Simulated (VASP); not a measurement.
# Ga (Pm-3m) in VASP: a series of runs

Runs on Ga. Level: PBE0. Tasks: single point.

Program: VASP 6.6.1. These are calculated values, not measurements. Logs are shortened: lines on timing, memory, paths and dates and some standing lists are left out, and cuts for length are marked.

### Step 1. The cell of the first run

It takes space group Pm-3m (No. 221, cubic). The conventional cell has a = 2.680 Å, b = 2.680 Å, c = 2.680 Å, α = 90.00°, β = 90.00°, γ = 90.00°. Within 3.5 Å of Ga (site symmetry m-3m) lie 6 Ga at 2.68 Å.

### Step 2. Single point, PBE0

Input file POSCAR:

```
Ga
1.0
    2.6797663103      0.0000000000      0.0000000000
    0.0000000000      2.6797663103      0.0000000000
    0.0000000000      0.0000000000      2.6797663103
Ga
1
Direct
    0.0000000000      0.0000000000      0.0000000000
```

Input file INCAR.step1:

```
  PREC = Accurate
  ENCUT = 520
  EDIFF = 1E-5
  ISMEAR = -1
  SIGMA = 0.05
  LREAL = F
  LASPH = T
  NELM = 60
  ALGO = Normal
  ISIF = 2
  LWAVE = T
  NBANDS = 12
  GGA = PE
```

Input file INCAR.step2:

```
  PREC = Accurate
  ENCUT = 520
  EDIFF = 1E-6
  ISMEAR = -1
  SIGMA = 0.05
  LREAL = F
  LASPH = T
  NELM = 60
  ALGO = Normal
  ISIF = 2
  LWAVE = F
  LCHARG = T
  GGA = PE
  LHFCALC = T
  AEXX = 0.25
  PRECFOCK = Normal
  LELF = T
  LVHAR = T
  NBANDS = 12
  ISTART = 1
```

Input file KPOINTS:

```
regular mesh
0
Gamma
  5 5 5
```

Potentials or basis: VASP PAW PBE potentials, release 64 (Ga_d).

Command:

```
$ cat potpaw_PBE.64/Ga_d/POTCAR > POTCAR
$ cp INCAR.step1 INCAR
$ mpirun -np 1 vasp_std > vasp.out
$ cp INCAR.step2 INCAR
$ mpirun -np 1 vasp_std > vasp.out
```

OUTCAR:

```text
PREC = Accurate
   ENCUT = 520
   EDIFF = 1E-6
   ISMEAR = -1
   LREAL = F
   LASPH = T
   NELM = 60
   ISIF = 2
   GGA = PE
   LHFCALC = T
   AEXX = 0.25
   PRECFOCK = Normal
   ISTART = 1

 ion  position               nearest neighbor table
   1  0.000  0.000  0.000-

  LATTYP: Found a simple cubic cell.
 ALAT       =     2.6797663103

  Lattice vectors:

 A1 = (   2.6797663103,   0.0000000000,   0.0000000000)
 A2 = (   0.0000000000,   2.6797663103,   0.0000000000)
 A3 = (   0.0000000000,   0.0000000000,   2.6797663103)

Analysis of symmetry for initial positions (statically):
=====================================================================
 Subroutine PRICEL returns:
 Original cell was already a primitive cell.

 Routine SETGRP: Setting up the symmetry group for a
 simple cubic supercell.

 Subroutine GETGRP returns: Found 48 space group operations
 (whereof 48 operations were pure point group operations)
 out of a pool of 48 trial point group operations.

The static configuration has the point symmetry O_h .

Analysis of symmetry for dynamics (positions and initial velocities):
=====================================================================
 Subroutine PRICEL returns:
 Original cell was already a primitive cell.

 Routine SETGRP: Setting up the symmetry group for a
 simple cubic supercell.

 Subroutine GETGRP returns: Found 48 space group operations
 (whereof 48 operations were pure point group operations)
 out of a pool of 48 trial point group operations.

The dynamic configuration has the point symmetry O_h .

 Subroutine INISYM returns: Found 48 space group operations
 (whereof 48 operations are pure point group operations),
 and found     1 'primitive' translations

----------------------------------------------------------------------------------------

                                     Primitive cell

  volume of cell :      19.2438

  direct lattice vectors                    reciprocal lattice vectors
     2.679766310  0.000000000  0.000000000     0.373166868  0.000000000  0.000000000
     0.000000000  2.679766310  0.000000000     0.000000000  0.373166868  0.000000000
     0.000000000  0.000000000  2.679766310     0.000000000  0.000000000  0.373166868

  length of vectors
     2.679766310  2.679766310  2.679766310     0.373166868  0.373166868  0.373166868

  position of ions in fractional coordinates (direct lattice)
     0.000000000  0.000000000  0.000000000

  ion indices of the primitive-cell ions
   primitive index   ion index
                 1           1

----------------------------------------------------------------------------------------

 KPOINTS: regular mesh

Automatic generation of k-mesh.
 Grid dimensions read from file:
 generate k-points for:    5    5    5

 Generating k-lattice:

  Cartesian coordinates                     Fractional coordinates (reciprocal lattice)
     0.074633374  0.000000000  0.000000000     0.200000000  0.000000000  0.000000000
     0.000000000  0.074633374  0.000000000     0.000000000  0.200000000  0.000000000
     0.000000000  0.000000000  0.074633374     0.000000000  0.000000000  0.200000000

  Length of vectors
     0.074633374  0.074633374  0.074633374

  Shift w.r.t. Gamma in fractional coordinates (k-lattice)
     0.000000000  0.000000000  0.000000000

 Subroutine IBZKPT returns following result:
 ===========================================

 Found     10 irreducible k-points:

 Following reciprocal coordinates:
            Coordinates               Weight
  0.000000  0.000000  0.000000      1.000000
  0.200000  0.000000  0.000000      6.000000
  0.400000  0.000000  0.000000      6.000000
  0.200000  0.200000  0.000000     12.000000
  0.400000  0.200000  0.000000     24.000000
  0.400000  0.400000  0.000000     12.000000
  0.200000  0.200000  0.200000      8.000000
  0.400000  0.200000  0.200000     24.000000
  0.400000  0.400000  0.200000     24.000000
  0.400000  0.400000  0.400000      8.000000
   k-points           NKPTS =     10   k-points in BZ     NKDIM =    125   number of bands    NBANDS=     12
   number of dos      NEDOS =    301   number of ions     NIONS =      1
   total plane-waves  NPLWV =   8000
   dimension x,y,z NGX =    20 NGY =   20 NGZ =   20
   dimension x,y,z NGXF=    40 NGYF=   40 NGZF=   40
   ions per type =               1
   NGX,Y,Z   is equivalent  to a cutoff of  12.41, 12.41, 12.41 a.u.
   NGXF,Y,Z  is equivalent  to a cutoff of  24.81, 24.81, 24.81 a.u.
 SYSTEM =  unknown system
   PREC   = accura    normal or accurate (medium, high low for compatibility)
   ISTART =      1    job   : 0-new  1-cont  2-samecut
   ICHARG =      0    charge: 1-file 2-atom 10-const
   ISPIN  =      1    spin polarized calculation?
   LNONCOLLINEAR =      F non collinear calculations
   LSORBIT =      F    spin-orbit coupling
   LASPH  =      T    aspherical Exc in radial PAW
   ENCUT  =  520.0 eV  38.22 Ry    6.18 a.u.   4.98  4.98  4.98*2*pi/ulx,y,z
   NELM   =     60;   NELMIN=  2; NELMDL=  0     # of ELM steps
   EDIFF  = 0.1E-05   stopping-criterion for ELM
   LREAL  =      F    real-space projection
   EDIFFG = 0.1E-04   stopping-criterion for IOM
   NSW    =      0    number of steps for IOM
   IBRION =     -1    ionic relax: 0-MD 1-quasi-New 2-CG
   NFREE  =      0    steps in history (QN), initial steepest desc. (CG)
   ISIF   =      2    stress and relaxation
   ISYM   =      3    0-nonsym 1-usesym 2-fastsym
   POTIM  = 0.5000    time-step for ionic-motion
   TEBEG  =    0.0;   TEEND  =   0.0 temperature during run
   PSTRESS=    0.0 pullay stress
   NELECT =      13.0000    total number of electrons
   NUPDOWN=      -1.0000    fix difference up-down
   EMIN   =  10.00;   EMAX   =-10.00  energy-range for DOS
   EFERMI =   0.00;   METHOD = LEGACY
   ISMEAR =    -1;   SIGMA  =   0.05  broadening in eV -4-tet -1-fermi 0-gaus
   EFERMI_NEDOS =   21; number of points for ismear=-14 and -15
   IALGO  =     38    algorithm
   IMIX   =      1    mixing-type and parameters
     AMIX     =   0.40;   BMIX     =  1.00
     AMIX_MAG =   1.60;   BMIX_MAG =  1.00
  volume/ion in A,a.u.               =      19.24       129.86
  Fermi-wavevector in a.u.,A,eV,Ry     =   1.436456  2.714508 28.074345  2.063406
  Thomas-Fermi vector in A             =   2.555642
   LORBIT       =      0    0 simple, 1 ext, 2 COOP (PROOUT), +10 PAW based schemes
   GGA     = PE    functional components
   LHFCALC =     T    Hartree Fock is set to
   PRECFOCK=normal    Normal, Fast or Accurate (Low or Medium for compatibility)
   ENCUT4O =  -1.0   cutoff for four orbital integrals eV
   NKREDX  =     1    reduce k-point grid by
   NKREDY  =     1    reduce k-point grid by
   NKREDZ  =     1    reduce k-point grid by
   AEXX    =    0.2500 exact exchange contribution
   HFSCREEN=    0.0000 screening length (either q_TF or 0.3 A-1)
   HFSCREENC=   0.0000 screening length for correlation (either q_TF or 0.3 A-1)
   ENCUTFOCK=  -1.0 apply spherical cutoff to Coloumb kernel
   IVDW    =     0    specifies the selected vdW correction
   LEPSILON=     F    determine dielectric tensor
   LRPA    =     F    only Hartree local field effects (RPA)
 non-spin polarized calculation
  energy-cutoff  :      520.00
  volume of cell :       19.24
 maximum number of plane-waves:       525
 NGX is ok and might be reduce to    20
  NGX = 16; NGY = 16; NGZ = 16

 number of electron      13.0000004 magnetization

 Free energy of the ion-electron system (eV)
  ---------------------------------------------------
  ext. energy  EPLUGINS =         0.00000000
  ---------------------------------------------------
  free energy    TOTEN  =        -3.54819806 eV

  energy without entropy =       -3.54240314  energy(sigma->0) =       -3.54530060

 E-fermi :   4.7206     XC(G=0):  -8.5408

 val. band max:        4.6761924202   @ k =   0.4000   0.4000   0.0000
 cond. band min:       6.0960028055   @ k =   0.4000   0.4000   0.2000
 fundamental gap:      1.4198103853
 Fermi energy:         4.7205575799

 k-point     1 :       0.0000    0.0000    0.0000
  band No.  band energies     occupation
      1     -13.4055      2.00000
      2     -13.4055      2.00000
      3     -12.8449      2.00000
      4     -12.8449      2.00000
      5     -12.8449      2.00000
      6      -7.6372      2.00000
      7      15.6046      0.00000
      8      15.6046      0.00000
      9      15.6046      0.00000
     10      18.3365      0.00000
     11      18.3365      0.00000
     12      21.1658      0.00000

 k-point     2 :       0.2000    0.0000    0.0000
  band No.  band energies     occupation
      1     -13.3906      2.00000
      2     -13.2751      2.00000
      3     -12.8989      2.00000
      4     -12.8989      2.00000
      5     -12.8404      2.00000
      6      -6.6935      2.00000
      7       8.9802      0.00000
      8      16.5121      0.00000
      9      16.5121      0.00000
     10      19.0809      0.00000
     11      20.8098      0.00000
     12      26.9879      0.00000

 k-point     3 :       0.4000    0.0000    0.0000
  band No.  band energies     occupation
      1     -13.3663      2.00000
      2     -13.0768      2.00000
      3     -12.9855      2.00000
      4     -12.9855      2.00000
      5     -12.8331      2.00000
      6      -3.8677      2.00000
      7       1.5924      2.00000
      8      18.7914      0.00000
      9      18.7914      0.00000
     10      21.2845      0.00000
     11      22.5877      0.00000
     12      25.4359      0.00000

 k-point     4 :       0.2000    0.2000    0.0000
  band No.  band energies     occupation
      1     -13.3234      2.00000
      2     -13.1861      2.00000
      3     -12.9685      2.00000
      4     -12.8961      2.00000
      5     -12.8902      2.00000
      6      -5.7479      2.00000
      7       9.3285      0.00000
      8      10.5103      0.00000
      9      17.4201      0.00000
     10      20.5910      0.00000
     11      23.5770      0.00000
     12      27.3529      0.00000

 k-point     5 :       0.4000    0.2000    0.0000
  band No.  band energies     occupation
      1     -13.2836      2.00000
      2     -13.0777      2.00000
      3     -12.9826      2.00000
      4     -12.9779      2.00000
      5     -12.8838      2.00000
      6      -2.9290      2.00000
      7       2.5553      2.00000
      8      12.4862      0.00000
      9      17.8432      0.00000
     10      19.7151      0.00000
     11      23.0636      0.00000
     12      26.4566      0.00000

 k-point     6 :       0.4000    0.4000    0.0000
  band No.  band energies     occupation
      1     -13.2213      2.00000
      2     -13.2095      2.00000
      3     -12.9662      2.00000
      4     -12.9638      2.00000
      5     -12.7729      2.00000
      6      -0.0896      2.00000
      7       4.6762      1.41667
      8       6.7263      0.00000
      9      12.2300      0.00000
     10      22.0494      0.00000
     11      25.2609      0.00000
     12      27.8706      0.00000

 k-point     7 :       0.2000    0.2000    0.2000
  band No.  band energies     occupation
      1     -13.1744      2.00000
      2     -13.1744      2.00000
      3     -12.9738      2.00000
      4     -12.9524      2.00000
      5     -12.9524      2.00000
      6      -4.8010      2.00000
      7      10.2430      0.00000
      8      10.2430      0.00000
      9      12.0912      0.00000
     10      24.1846      0.00000
     11      24.3940      0.00000
     12      24.3940      0.00000

 k-point     8 :       0.4000    0.2000    0.2000
  band No.  band energies     occupation
      1     -13.1529      2.00000
      2     -13.0772      2.00000
      3     -13.0540      2.00000
      4     -12.9614      2.00000
      5     -12.9230      2.00000
      6      -1.9861      2.00000
      7       3.5297      2.00000
      8      12.5907      0.00000
      9      14.2320      0.00000
     10      18.7054      0.00000
     11      18.9577      0.00000
     12      26.7103      0.00000

 k-point     9 :       0.4000    0.4000    0.2000
  band No.  band energies     occupation
      1     -13.2033      2.00000
      2     -13.0535      2.00000
      3     -13.0454      2.00000
      4     -13.0338      2.00000
      5     -12.7660      2.00000
      6       0.8520      2.00000
      7       6.0960      0.00000
      8       7.5377      0.00000
      9      12.9836      0.00000
     10      16.2828      0.00000
     11      21.1150      0.00000
     12      21.2260      0.00000

 k-point    10 :       0.4000    0.4000    0.4000
  band No.  band energies     occupation
      1     -13.1823      2.00000
      2     -13.1710      2.00000
      3     -13.1710      2.00000
      4     -12.7568      2.00000
      5     -12.7568      2.00000
      6       3.5895      2.00000
      7       8.4618      0.00000
      8       8.4618      0.00000
      9      11.5372      0.00000
     10      15.2900      0.00000
     11      15.7260      0.00000
     12      15.7260      0.00000

------------------------ aborting loop because EDIFF is reached ----------------------------------------

  FORCE on cell =-STRESS in cart. coord.  units (eV):
  Direction    XX          YY          ZZ          XY          YZ          ZX
  --------------------------------------------------------------------------------------
  -------------------------------------------------------------------------------------
  Total        0.0649490      0.0649490      0.0649490     -0.0000000     -0.0000000      0.0000000
  in kB        5.4074449      5.4074449      5.4074449     -0.0000000     -0.0000000      0.0000000
  external PRESSURE =       5.4074449 kB  Pullay stress =       0.0000000 kB

 VOLUME and BASIS-vectors are now :
 -----------------------------------------------------------------------------
  energy-cutoff  :      520.00
  volume of cell :       19.24
      direct lattice vectors                 reciprocal lattice vectors
     2.679766310  0.000000000  0.000000000     0.373166868  0.000000000  0.000000000
     0.000000000  2.679766310  0.000000000     0.000000000  0.373166868  0.000000000
     0.000000000  0.000000000  2.679766310     0.000000000  0.000000000  0.373166868

 POSITION                                       TOTAL-FORCE (eV/Angst)
 -----------------------------------------------------------------------------------
      0.00000      0.00000      0.00000         0.000000      0.000000      0.000000
 -----------------------------------------------------------------------------------
    total drift:                               -0.000000      0.000000     -0.000000

  FREE ENERGIE OF THE ION-ELECTRON SYSTEM (eV)
  ---------------------------------------------------
  free  energy   TOTEN  =        -3.5481980586 eV

  energy  without entropy=       -3.5424031409  energy(sigma->0) =       -3.54530060
```

Wall time 5.8 min (1 thread of AMD EPYC 7R43 (Zen 3), shared host); peak memory 0.1 GiB.

What came out:

| Item | Value |
| --- | --- |
| Free energy | -3.5482 eV |
| Pressure | 0.5 GPa |

Caveat: the k points lie up to 0.47 Å⁻¹ apart; the PAW data sets were made with another functional, which shifts forces and pressure a little.

(Continued in part 2 of 2.)
